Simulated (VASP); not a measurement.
# Ge (Fddd) in VASP: a series of runs

Ge is run at these levels: r2SCAN; tasks: single point.

All numbers are computed with VASP 6.6.1; they aren't measurements. Logs are shortened: lines on timing, memory, paths and dates and some standing lists are left out, and cuts for length are marked.

### Step 1. The cell of the first run

The structure is orthorhombic, space group Fddd (No. 70). Conventional cell: a = 5.544 Å, b = 5.658 Å, c = 5.771 Å, α = 90.00°, β = 90.00°, γ = 90.00°. Within 3.2 Å of Ge (site symmetry 222) lie 4 Ge at 2.45 Å.

### Step 2. Single point, r2SCAN (strain -0.0200 x Voigt [1, -1, 0, 0, 0, 0])

POSCAR

```
Ge
1.0
    0.0000000000      2.8853454000      2.8287700000
    2.7721946000      0.0000000000      2.8287700000
    2.7721946000      2.8853454000      0.0000000000
Ge
2
Direct
    0.5000000000      0.5000000000      0.5000000000
    0.7500000000      0.7500000000      0.7500000000
```

INCAR.step1

```
  PREC = Accurate
  ENCUT = 520
  ISMEAR = 0
  SIGMA = 0.05
  LREAL = F
  LASPH = T
  NELM = 80
  NBANDS = 21
  GGA = PE
  ALGO = Normal
  EDIFF = 1E-4
  LWAVE = T
  LCHARG = F
```

INCAR.step2

```
  PREC = Accurate
  ENCUT = 520
  EDIFF = 1E-6
  ISMEAR = 0
  SIGMA = 0.05
  LREAL = F
  LASPH = T
  NELM = 80
  ALGO = Normal
  ISIF = 2
  LWAVE = F
  LCHARG = F
  METAGGA = R2SCAN
  LMIXTAU = T
  NBANDS = 21
  ISTART = 1
```

KPOINTS

```
regular mesh
0
Gamma
  10 10 10
```

Potentials or basis: VASP PAW PBE potentials, release 64 (Ge_d).

Started as:

```console
> cat potpaw_PBE.64/Ge_d/POTCAR > POTCAR
> cp INCAR.step1 INCAR
> mpirun -np 1 vasp_std > vasp.out
> cp INCAR.step2 INCAR
> mpirun -np 1 vasp_std > vasp.out
```

OUTCAR:

```text
PREC = Accurate
   ENCUT = 520
   EDIFF = 1E-6
   ISMEAR = 0
   LREAL = F
   LASPH = T
   NELM = 80
   ISIF = 2
   METAGGA = R2SCAN
   ISTART = 1

 ion  position               nearest neighbor table
   1  0.500  0.500  0.500-   2 2.45   2 2.45   2 2.45   2 2.45
   2  0.750  0.750  0.750-   1 2.45   1 2.45   1 2.45   1 2.45

  LATTYP: Found a face centered orthorhombic cell.
 ALAT       =     5.5443892000
 B/A-ratio  =     1.0204081633
 C/A-ratio  =     1.0408163265

  Lattice vectors:

 A1 = (   0.0000000000,   2.8853454000,  -2.8287700000)
 A2 = (   2.7721946000,   2.8853454000,   0.0000000000)
 A3 = (   2.7721946000,   0.0000000000,  -2.8287700000)

Analysis of symmetry for initial positions (statically):
=====================================================================
 Subroutine PRICEL returns:
 Original cell was already a primitive cell.

 Routine SETGRP: Setting up the symmetry group for a
 face centered orthorhombic supercell.

 Subroutine GETGRP returns: Found  8 space group operations
 (whereof  4 operations were pure point group operations)
 out of a pool of  8 trial point group operations.

The static configuration has the point symmetry D_2 .
 The point group associated with its full space group is D_2h.

Analysis of symmetry for dynamics (positions and initial velocities):
=====================================================================
 Subroutine PRICEL returns:
 Original cell was already a primitive cell.

 Routine SETGRP: Setting up the symmetry group for a
 face centered orthorhombic supercell.

 Subroutine GETGRP returns: Found  8 space group operations
 (whereof  4 operations were pure point group operations)
 out of a pool of  8 trial point group operations.

The dynamic configuration has the point symmetry D_2 .
 The point group associated with its full space group is D_2h.

 Subroutine INISYM returns: Found  8 space group operations
 (whereof  4 operations are pure point group operations),
 and found     1 'primitive' translations

----------------------------------------------------------------------------------------

                                     Primitive cell

  volume of cell :      45.2532

  direct lattice vectors                    reciprocal lattice vectors
     0.000000000  2.885345400  2.828770000    -0.180362519  0.173289479  0.176755268
     2.772194600  0.000000000  2.828770000     0.180362519 -0.173289479  0.176755268
     2.772194600  2.885345400  0.000000000     0.180362519  0.173289479 -0.176755268

  length of vectors
     4.040687787  3.960682089  4.001284916     0.306271622  0.306271622  0.306271622

  position of ions in fractional coordinates (direct lattice)
     0.500000000  0.500000000  0.500000000
     0.750000000  0.750000000  0.750000000

  ion indices of the primitive-cell ions
   primitive index   ion index
                 1           1
                 2           2

----------------------------------------------------------------------------------------

 KPOINTS: regular mesh

Automatic generation of k-mesh.
 Grid dimensions read from file:
 generate k-points for:   10   10   10

 Generating k-lattice:

  Cartesian coordinates                     Fractional coordinates (reciprocal lattice)
    -0.018036252  0.017328948  0.017675527     0.100000000 -0.000000000 -0.000000000
     0.018036252 -0.017328948  0.017675527     0.000000000  0.100000000  0.000000000
     0.018036252  0.017328948 -0.017675527     0.000000000  0.000000000  0.100000000

  Length of vectors
     0.030627162  0.030627162  0.030627162

  Shift w.r.t. Gamma in fractional coordinates (k-lattice)
     0.000000000  0.000000000  0.000000000

 Subroutine IBZKPT returns following result:
 ===========================================

 Found    171 irreducible k-points:

 Following reciprocal coordinates:
            Coordinates               Weight
  0.000000  0.000000  0.000000      1.000000
  0.100000  0.000000  0.000000      8.000000
  0.200000  0.000000  0.000000      8.000000
  0.300000  0.000000  0.000000      8.000000
  0.400000  0.000000 -0.000000      8.000000
  0.500000  0.000000  0.000000      4.000000
[... 16 lines left out ...]
  0.300000  0.300000  0.000000      2.000000
  0.400000  0.300000 -0.000000      8.000000
 [... further k-points ...]
   k-points           NKPTS =    171   k-points in BZ     NKDIM =    171   number of bands    NBANDS=     21
   number of dos      NEDOS =    301   number of ions     NIONS =      2
   total plane-waves  NPLWV =  27000
   dimension x,y,z NGX =    30 NGY =   30 NGZ =   30
   dimension x,y,z NGXF=    60 NGYF=   60 NGZF=   60
   ions per type =               2
   NGX,Y,Z   is equivalent  to a cutoff of  12.34, 12.59, 12.46 a.u.
   NGXF,Y,Z  is equivalent  to a cutoff of  24.69, 25.18, 24.93 a.u.
 SYSTEM =  unknown system
   PREC   = accura    normal or accurate (medium, high low for compatibility)
   ISTART =      1    job   : 0-new  1-cont  2-samecut
   ICHARG =      0    charge: 1-file 2-atom 10-const
   ISPIN  =      1    spin polarized calculation?
   LNONCOLLINEAR =      F non collinear calculations
   LSORBIT =      F    spin-orbit coupling
   LASPH  =      T    aspherical Exc in radial PAW
   ENCUT  =  520.0 eV  38.22 Ry    6.18 a.u.   7.51  7.36  7.44*2*pi/ulx,y,z
   NELM   =     80;   NELMIN=  2; NELMDL=  0     # of ELM steps
   EDIFF  = 0.1E-05   stopping-criterion for ELM
   LREAL  =      F    real-space projection
[... 7 lines left out ...]
   TEBEG  =    0.0;   TEEND  =   0.0 temperature during run
   PSTRESS=    0.0 pullay stress
   NELECT =      28.0000    total number of electrons
   NUPDOWN=      -1.0000    fix difference up-down
   EMIN   =  10.00;   EMAX   =-10.00  energy-range for DOS
   EFERMI =   0.00;   METHOD = LEGACY
   ISMEAR =     0;   SIGMA  =   0.05  broadening in eV -4-tet -1-fermi 0-gaus
   EFERMI_NEDOS =   21; number of points for ismear=-14 and -15
   IALGO  =     38    algorithm
   IMIX   =      4    mixing-type and parameters
     AMIX     =   0.40;   BMIX     =  1.00
     AMIX_MAG =   1.60;   BMIX_MAG =  1.00
  volume/ion in A,a.u.               =      22.63       152.69
  Fermi-wavevector in a.u.,A,eV,Ry     =   1.395012  2.636189 26.477714  1.946057
  Thomas-Fermi vector in A             =   2.518505
   LORBIT       =      0    0 simple, 1 ext, 2 COOP (PROOUT), +10 PAW based schemes
   METAGGA = R2SCAN    functional components
   LHFCALC =     F    Hartree Fock is set to
   AEXX    =    0.0000 exact exchange contribution
   IVDW    =     0    specifies the selected vdW correction
   LEPSILON=     F    determine dielectric tensor
   LRPA    =     F    only Hartree local field effects (RPA)
 non-spin polarized calculation
 Gauss-broadening in eV      SIGMA  =   0.05
  energy-cutoff  :      520.00
  volume of cell :       45.25
 maximum number of plane-waves:      1241
   NGX = 15   NGY = 15   NGZ = 15

 number of electron      28.0000026 magnetization

 Free energy of the ion-electron system (eV)
  ---------------------------------------------------
  ext. energy  EPLUGINS =         0.00000000
  ---------------------------------------------------
  free energy    TOTEN  =       -27.73197325 eV

  energy without entropy =      -27.73197300  energy(sigma->0) =      -27.73197312

 E-fermi :   5.0849     XC(G=0): -10.8231

 val. band max:        4.9683888456   @ k =   0.0000   0.0000   0.0000
 cond. band min:       5.2039850213   @ k =   0.0000   0.0000   0.0000
 fundamental gap:      0.2355961756
 Fermi energy:         5.0849469054

 k-point     1 :       0.0000    0.0000    0.0000
  band No.  band energies     occupation
      1     -20.6936      2.00000
      2     -20.6880      2.00000
      3     -20.6829      2.00000
      4     -20.6507      2.00000
      5     -20.6467      2.00000
      6     -20.4399      2.00000
[... 13 lines left out ...]
     20      14.3759      0.00000
     21      15.0762      0.00000

 k-point     2 :       0.1000    0.0000    0.0000
  band No.  band energies     occupation
      1     -20.6978      2.00000
      2     -20.6919      2.00000
      3     -20.6853      2.00000
      4     -20.6418      2.00000
      5     -20.6387      2.00000
      6     -20.4444      2.00000
[... 13 lines left out ...]
     20      13.7670      0.00000
     21      14.2983      0.00000

 k-point     3 :       0.2000    0.0000    0.0000
  band No.  band energies     occupation
      1     -20.7069      2.00000
      2     -20.7000      2.00000
      3     -20.6823      2.00000
      4     -20.6262      2.00000
      5     -20.6241      2.00000
      6     -20.4539      2.00000
[... 13 lines left out ...]
     20      13.5099      0.00000
     21      13.7648      0.00000

 k-point     4 :       0.3000    0.0000    0.0000
  band No.  band energies     occupation
      1     -20.7140      2.00000
      2     -20.7054      2.00000
      3     -20.6771      2.00000
      4     -20.6135      2.00000
      5     -20.6122      2.00000
      6     -20.4625      2.00000
[... 13 lines left out ...]
     20      13.9545      0.00000
     21      14.0211      0.00000

 k-point     5 :       0.4000    0.0000   -0.0000
  band No.  band energies     occupation
      1     -20.7176      2.00000
      2     -20.7077      2.00000
      3     -20.6726      2.00000
      4     -20.6067      2.00000
      5     -20.6057      2.00000
      6     -20.4670      2.00000
[... 13 lines left out ...]
     20      15.1789      0.00000
     21      15.3974      0.00000
[... 382 lines left out ...]
     20      14.7491      0.00000
     21      16.8792      0.00000

 k-point    22 :      -0.2000    0.2000   -0.0000
  band No.  band energies     occupation
      1     -20.7190      2.00000
      2     -20.7182      2.00000
      3     -20.6609      2.00000
      4     -20.6147      2.00000
      5     -20.5890      2.00000
      6     -20.4886      2.00000
[... 13 lines left out ...]
     20      15.3371      0.00000
     21      15.8668      0.00000

 k-point    23 :       0.3000    0.3000    0.0000
  band No.  band energies     occupation
      1     -20.7157      2.00000
      2     -20.7087      2.00000
      3     -20.6894      2.00000
      4     -20.5979      2.00000
      5     -20.5542      2.00000
      6     -20.5459      2.00000
[... 13 lines left out ...]
     20      16.3492      0.00000
     21      16.7281      0.00000

 k-point    24 :       0.4000    0.3000   -0.0000
  band No.  band energies     occupation
      1     -20.7241      2.00000
      2     -20.7158      2.00000
      3     -20.6722      2.00000
      4     -20.5817      2.00000
      5     -20.5643      2.00000
      6     -20.5362      2.00000
[... 13 lines left out ...]
     20      17.0632      0.00000
     21      17.2677      0.00000

 [... further k-points ...]

------------------------ aborting loop because EDIFF is reached ----------------------------------------

  FORCE on cell =-STRESS in cart. coord.  units (eV):
  Direction    XX          YY          ZZ          XY          YZ          ZX
  --------------------------------------------------------------------------------------
  -------------------------------------------------------------------------------------
  Total        0.6658926     -0.2704959      0.2364041      0.0000000      0.0000000      0.0000000
  in kB       23.5757556     -9.5768368      8.3698244      0.0000000      0.0000000      0.0000000
  external PRESSURE =       7.4562478 kB  Pullay stress =       0.0000000 kB

 VOLUME and BASIS-vectors are now :
 -----------------------------------------------------------------------------
  energy-cutoff  :      520.00
  volume of cell :       45.25
      direct lattice vectors                 reciprocal lattice vectors
     0.000000000  2.885345400  2.828770000    -0.180362519  0.173289479  0.176755268
     2.772194600  0.000000000  2.828770000     0.180362519 -0.173289479  0.176755268
     2.772194600  2.885345400  0.000000000     0.180362519  0.173289479 -0.176755268

 POSITION                                       TOTAL-FORCE (eV/Angst)
 -----------------------------------------------------------------------------------
      2.77219      2.88535      2.82877         0.000000     -0.000000     -0.000000
      4.15829      4.32802      4.24315        -0.000000      0.000000      0.000000
 -----------------------------------------------------------------------------------
    total drift:                                0.000000     -0.000000     -0.000000

  FREE ENERGIE OF THE ION-ELECTRON SYSTEM (eV)
  ---------------------------------------------------
  free  energy   TOTEN  =       -27.7319732513 eV

  energy  without entropy=      -27.7319729979  energy(sigma->0) =      -27.73197312
```

Run time: 5.4 min. Hardware: 1 thread of AMD EPYC 9R45 (Zen 5), shared host; peak memory 0.23 GiB.

What came out:

```yaml
Free_energy: -27.7320 eV
Pressure: 0.7 GPa
Band_gap_on_the_k_mesh: 0.24 eV
```

Stress tensor (GPa, compression positive):
```
 2.36  0.00  0.00
 0.00 -0.96  0.00
 0.00  0.00  0.84
```

Levels at points of the mesh, in eV from the valence-band top:
| k point | band 12 | band 13 | band 14 | band 15 | band 16 | band 17 |
| --- | --- | --- | --- | --- | --- | --- |
| (0.00, 0.00, 0.00) | -0.33 | -0.15 | 0.00 | 0.24 | 2.45 | 2.56 |
| (0.50, 0.00, 0.00) | -8.03 | -1.81 | -1.48 | 0.26 | 3.75 | 3.96 |
| (0.50, 0.50, 0.00) | -9.38 | -3.38 | -3.38 | 0.81 | 0.81 | 9.85 |
| (0.50, 0.00, 0.50) | -9.48 | -3.24 | -3.24 | 0.99 | 0.99 | 9.90 |
| (0.00, 0.50, 0.50) | -9.28 | -3.53 | -3.53 | 0.64 | 0.64 | 9.94 |

Caveat: the cell differs from its parent crystal (strain -0.0200 x Voigt [1, -1, 0, 0, 0, 0]); the PAW data sets were made with another functional, which shifts forces and pressure a little.

### Step 3. Single point, r2SCAN (strain +0.0150 x Voigt [1, -1, 0, 0, 0, 0])

POSCAR

```
Ge
1.0
    0.0000000000      2.7863384500      2.8287700000
    2.8712015500      0.0000000000      2.8287700000
    2.8712015500      2.7863384500      0.0000000000
Ge
2
Direct
    0.5000000000      0.5000000000      0.5000000000
    0.7500000000      0.7500000000      0.7500000000
```

INCAR.step1

```
SYSTEM = Ge
ALGO = Normal
EDIFF = 1E-4
ENCUT = 520
GGA = PE
ISMEAR = 0
LASPH = .True.
LCHARG = .False.
LREAL = .False.
LWAVE = .True.
NBANDS = 21
NELM = 80
PREC = Accurate
SIGMA = 0.05
```

INCAR.step2

```
SYSTEM = Ge
ALGO = Normal
EDIFF = 1E-7
ENCUT = 520
ISIF = 2
ISMEAR = 0
ISTART = 1
LASPH = .True.
LCHARG = .False.
LMIXTAU = .True.
LREAL = .False.
LWAVE = .False.
METAGGA = R2SCAN
NBANDS = 21
NELM = 80
PREC = Accurate
SIGMA = 0.05
```

KPOINTS

```
k-points
0
Gamma
  10 10 10
  0 0 0
```

Potentials or basis: VASP PAW PBE potentials, release 64 (Ge_d).

Started as:

```console
> cat potpaw_PBE.64/Ge_d/POTCAR > POTCAR
> cp INCAR.step1 INCAR
> mpirun -np 1 vasp_std > vasp.out
> cp INCAR.step2 INCAR
> mpirun -np 1 vasp_std > vasp.out
```

Wall time 6.2 min (1 thread of AMD EPYC 9R45 (Zen 5), shared host); peak memory 0.23 GiB.

Results (log left out):

```yaml
Free_energy: -27.7361 eV
Pressure: 0.7 GPa
Band_gap_on_the_k_mesh: 0.28 eV
```

Stress tensor (GPa, compression positive):
```
-0.55  0.00  0.00
 0.00  1.95  0.00
 0.00  0.00  0.77
```

Levels at points of the mesh, in eV from the valence-band top:
| k point | band 10 | band 11 | band 12 | band 13 | band 14 | band 15 | band 16 | band 17 | band 18 | band 19 |
| --- | --- | --- | --- | --- | --- | --- | --- | --- | --- | --- |
| (0.00, 0.00, 0.00) | -25.34 | -13.43 | -0.25 | -0.12 | 0.00 | 0.28 | 2.51 | 2.60 | 2.68 | 6.95 |
| (0.50, 0.00, 0.00) | -25.31 | -11.23 | -7.99 | -1.73 | -1.48 | 0.31 | 3.81 | 3.97 | 7.54 | 11.03 |
| (0.50, 0.50, 0.00) | -25.30 | -9.34 | -9.34 | -3.35 | -3.35 | 0.85 | 0.85 | 9.93 | 9.93 | 12.14 |
| (0.50, 0.00, 0.50) | -25.31 | -9.26 | -9.26 | -3.46 | -3.46 | 0.72 | 0.72 | 9.98 | 9.98 | 12.26 |
| (0.00, 0.50, 0.50) | -25.30 | -9.42 | -9.42 | -3.24 | -3.24 | 0.98 | 0.98 | 9.96 | 9.96 | 12.14 |

Caveat: the cell differs from its parent crystal (strain +0.0150 x Voigt [1, -1, 0, 0, 0, 0]); the PAW data sets were made with another functional, which shifts forces and pressure a little.

[end of part 1 of 2]
